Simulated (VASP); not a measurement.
# NaHg3 (Fm-3m) in VASP: notebook

The runs below take NaHg3 through single point, with LDA.

All numbers are computed with VASP 6.6.1; they aren't measurements. Logs are shortened: lines on timing, memory, paths and dates and some standing lists are left out, and cuts for length are marked.

## (1) The cell of the first run

The structure is cubic, space group Fm-3m (No. 225). The conventional cell has a = 7.322 Å, b = 7.322 Å, c = 7.322 Å, α = 90.00°, β = 90.00°, γ = 90.00°. Within 4.2 Å of Na (site symmetry m-3m) lie 14 Hg at 3.17 to 3.66 Å. Hg (site symmetry -43m) has 4 Na at 3.17 Å and 10 Hg at 3.17 to 3.66 Å within 4.2 Å. Within 4.2 Å of Hg (site symmetry m-3m) lie 8 Hg at 3.17 Å and 6 Na at 3.66 Å.

## (2) Single point, LDA

Input file INCAR:

```
SYSTEM = NaHg3
  PREC = Accurate
  ENCUT = 520
  EDIFF = 1E-7
  ISMEAR = -1
  SIGMA = 0.1
  LREAL = .FALSE.
  LASPH = .TRUE.
  NELM = 100
  ALGO = Normal
  ISIF = 2
  LWAVE = .FALSE.
  LCHARG = .FALSE.
  NBANDS = 30
```

Input file KPOINTS:

```
regular mesh
0
G
  2 2 2
  0 0 0
```

Input file POSCAR:

```
NaHg3
1.0
    0.0000000000      3.6610784400      3.6610784400
    3.6610784400      0.0000000000      3.6610784400
    3.6610784400      3.6610784400      0.0000000000
Na Hg
1 3
Direct
    0.0000000000      0.0000000000      0.0000000000
    0.2500000000      0.2500000000      0.2500000000
    0.7500000000      0.7500000000      0.7500000000
    0.5000000000      0.5000000000      0.5000000000
```

Potentials or basis: VASP PAW LDA potentials, release 64 (Na_pv, Hg).

The run is started by

```
$ cat potpaw_LDA.64/Na_pv/POTCAR potpaw_LDA.64/Hg/POTCAR > POTCAR
$ mpirun -np 1 vasp_std > vasp.out
```

OUTCAR:

```text
SYSTEM = NaHg3
   PREC = Accurate
   ENCUT = 520
   EDIFF = 1E-7
   ISMEAR = -1
   LREAL = .FALSE.
   LASPH = .TRUE.
   NELM = 100
   ISIF = 2

 ion  position               nearest neighbor table
   1  0.000  0.000  0.000-   3 3.17   3 3.17   3 3.17   2 3.17   2 3.17   2 3.17   3 3.17   2 3.17

   2  0.250  0.250  0.250-   1 3.17   1 3.17   1 3.17   4 3.17   4 3.17   4 3.17   4 3.17   1 3.17
                             3 3.66   3 3.66   3 3.66   3 3.66   3 3.66   3 3.66
   3  0.750  0.750  0.750-   4 3.17   4 3.17   4 3.17   1 3.17   1 3.17   1 3.17   4 3.17   1 3.17
                             2 3.66   2 3.66   2 3.66   2 3.66   2 3.66   2 3.66
   4  0.500  0.500  0.500-   2 3.17   2 3.17   2 3.17   3 3.17   3 3.17   3 3.17   3 3.17   2 3.17

  LATTYP: Found a face centered cubic cell.
 ALAT       =     7.3221568800

  Lattice vectors:

 A1 = (   0.0000000000,   3.6610784400,   3.6610784400)
 A2 = (   3.6610784400,   0.0000000000,   3.6610784400)
 A3 = (   3.6610784400,   3.6610784400,   0.0000000000)

Analysis of symmetry for initial positions (statically):
=====================================================================
 Subroutine PRICEL returns:
 Original cell was already a primitive cell.

 Routine SETGRP: Setting up the symmetry group for a
 face centered cubic supercell.

 Subroutine GETGRP returns: Found 48 space group operations
 (whereof 48 operations were pure point group operations)
 out of a pool of 48 trial point group operations.

The static configuration has the point symmetry O_h .

Analysis of symmetry for dynamics (positions and initial velocities):
=====================================================================
 Subroutine PRICEL returns:
 Original cell was already a primitive cell.

 Routine SETGRP: Setting up the symmetry group for a
 face centered cubic supercell.

 Subroutine GETGRP returns: Found 48 space group operations
 (whereof 48 operations were pure point group operations)
 out of a pool of 48 trial point group operations.

The dynamic configuration has the point symmetry O_h .

 Subroutine INISYM returns: Found 48 space group operations
 (whereof 48 operations are pure point group operations),
 and found     1 'primitive' translations

----------------------------------------------------------------------------------------

                                     Primitive cell

[... 70 lines left out ...]
   ENCUT  =  520.0 eV  38.22 Ry    6.18 a.u.   9.63  9.63  9.63*2*pi/ulx,y,z
   NELM   =    100;   NELMIN=  2; NELMDL= -5     # of ELM steps
   EDIFF  = 0.1E-06   stopping-criterion for ELM
   LREAL  =      F    real-space projection
   EDIFFG = 0.1E-05   stopping-criterion for IOM
   NSW    =      0    number of steps for IOM
   IBRION =     -1    ionic relax: 0-MD 1-quasi-New 2-CG
   NFREE  =      0    steps in history (QN), initial steepest desc. (CG)
   ISIF   =      2    stress and relaxation
   ISYM   =      2    0-nonsym 1-usesym 2-fastsym
   POTIM  = 0.5000    time-step for ionic-motion
   TEBEG  =    0.0;   TEEND  =   0.0 temperature during run
   PSTRESS=    0.0 pullay stress
   NELECT =      43.0000    total number of electrons
   NUPDOWN=      -1.0000    fix difference up-down
   EMIN   =  10.00;   EMAX   =-10.00  energy-range for DOS
   EFERMI =   0.00;   METHOD = LEGACY
   ISMEAR =    -1;   SIGMA  =   0.10  broadening in eV -4-tet -1-fermi 0-gaus
   EFERMI_NEDOS =   21; number of points for ismear=-14 and -15
   IALGO  =     38    algorithm
   IMIX   =      4    mixing-type and parameters
     AMIX     =   0.40;   BMIX     =  1.00
     AMIX_MAG =   1.60;   BMIX_MAG =  1.00
  volume/ion in A,a.u.               =      24.54       165.57
  Fermi-wavevector in a.u.,A,eV,Ry     =   1.243403  2.349691 21.035305  1.546051
  Thomas-Fermi vector in A             =   2.377715
   LORBIT       =      0    0 simple, 1 ext, 2 COOP (PROOUT), +10 PAW based schemes
   GGA     = CA    functional components
   LHFCALC =     F    Hartree Fock is set to
   AEXX    =    0.0000 exact exchange contribution
   IVDW    =     0    specifies the selected vdW correction
   LEPSILON=     F    determine dielectric tensor
   LRPA    =     F    only Hartree local field effects (RPA)
 non-spin polarized calculation
  energy-cutoff  :      520.00
  volume of cell :       98.14
 maximum number of plane-waves:      2685
 NGX is ok and might be reduce to    40
   NGX = 19   NGY = 19   NGZ = 19

 number of electron      42.9999994 magnetization

 Free energy of the ion-electron system (eV)
  ---------------------------------------------------
  ext. energy  EPLUGINS =         0.00000000
  ---------------------------------------------------
  free energy    TOTEN  =        -4.59049552 eV

  energy without entropy =       -4.52293780  energy(sigma->0) =       -4.55671666

 E-fermi :   1.6023     XC(G=0): -10.2396

 val. band max:        1.4760679080   @ k =   0.5000   0.0000   0.0000
 cond. band min:       2.8961187980   @ k =   0.0000   0.0000   0.0000
 fundamental gap:      1.4200508900
 Fermi energy:         1.6022724308

 k-point     1 :       0.0000    0.0000    0.0000
  band No.  band energies     occupation
      1     -22.4102      2.00000
      2     -22.4102      2.00000
      3     -22.4102      2.00000
      4      -6.1117      2.00000
      5      -5.4907      2.00000
      6      -5.4907      2.00000
[... 88 lines left out ...]
     29      11.1486      0.00000
     30      11.1557      0.00000

------------------------ aborting loop because EDIFF is reached ----------------------------------------

  FORCE on cell =-STRESS in cart. coord.  units (eV):
  Direction    XX          YY          ZZ          XY          YZ          ZX
  --------------------------------------------------------------------------------------
  -------------------------------------------------------------------------------------
  Total       -1.9615581     -1.9615581     -1.9615581     -0.0000000      0.0000000     -0.0000000
  in kB      -32.0224572    -32.0224572    -32.0224572     -0.0000000      0.0000000     -0.0000000
  external PRESSURE =     -32.0224572 kB  Pullay stress =       0.0000000 kB

 VOLUME and BASIS-vectors are now :
 -----------------------------------------------------------------------------
  energy-cutoff  :      520.00
  volume of cell :       98.14
      direct lattice vectors                 reciprocal lattice vectors
     0.000000000  3.661078440  3.661078440    -0.136571780  0.136571780  0.136571780
     3.661078440  0.000000000  3.661078440     0.136571780 -0.136571780  0.136571780
     3.661078440  3.661078440  0.000000000     0.136571780  0.136571780 -0.136571780

 POSITION                                       TOTAL-FORCE (eV/Angst)
 -----------------------------------------------------------------------------------
      0.00000      0.00000      0.00000        -0.000000     -0.000000     -0.000000
      1.83054      1.83054      1.83054         0.000000      0.000000      0.000000
      5.49162      5.49162      5.49162        -0.000000     -0.000000     -0.000000
      3.66108      3.66108      3.66108        -0.000000     -0.000000     -0.000000
 -----------------------------------------------------------------------------------
    total drift:                               -0.000000      0.000000      0.000000

  FREE ENERGIE OF THE ION-ELECTRON SYSTEM (eV)
  ---------------------------------------------------
  free  energy   TOTEN  =        -4.5904955191 eV

  energy  without entropy=       -4.5229378017  energy(sigma->0) =       -4.55671666
```

It took 30 s on 1 thread of AMD EPYC 7R43 (Zen 3), shared host; peak memory 0.16 GiB.

Results:

* Free energy: -4.5905 eV
* Pressure: -3.2 GPa

Caveat: the k points lie up to 0.74 Å⁻¹ apart; spin-orbit coupling is left out, which moves the levels of the heavy elements.

## (3) Single point, LDA

Input file INCAR:

```
PREC = Accurate ; ENCUT = 520
EDIFF = 1E-6 ; ISMEAR = -1
SIGMA = 0.1 ; LREAL = F
LASPH = T ; NELM = 60
ALGO = Normal ; ISIF = 2
LWAVE = F ; LCHARG = F
NBANDS = 30
```

Input file KPOINTS:

```
Automatic mesh
0
Gamma
  3 3 3
```

POSCAR is that of step 2.

Potentials or basis: VASP PAW LDA potentials, release 64 (Na_pv, Hg).

The run is started by

```
$ cat potpaw_LDA.64/Na_pv/POTCAR potpaw_LDA.64/Hg/POTCAR > POTCAR
$ mpirun -np 1 vasp_std > vasp.out
```

It took 20 s on 1 thread of AMD EPYC 7R43 (Zen 3), shared host; peak memory 0.15 GiB.

Results (log left out):

- Free energy: -4.6642 eV
- Pressure: -2.8 GPa

Levels at points of the mesh, in eV from the Fermi level:
```
           k point  band 18  band 19  band 20  band 21  band 22  band 23  band 24  band 25
(0.00, 0.00, 0.00)    -6.23    -6.23    -0.98     0.93     2.45     2.45     2.45     3.51
```

Caveat: the k points lie up to 0.50 Å⁻¹ apart; spin-orbit coupling is left out, which moves the levels of the heavy elements.
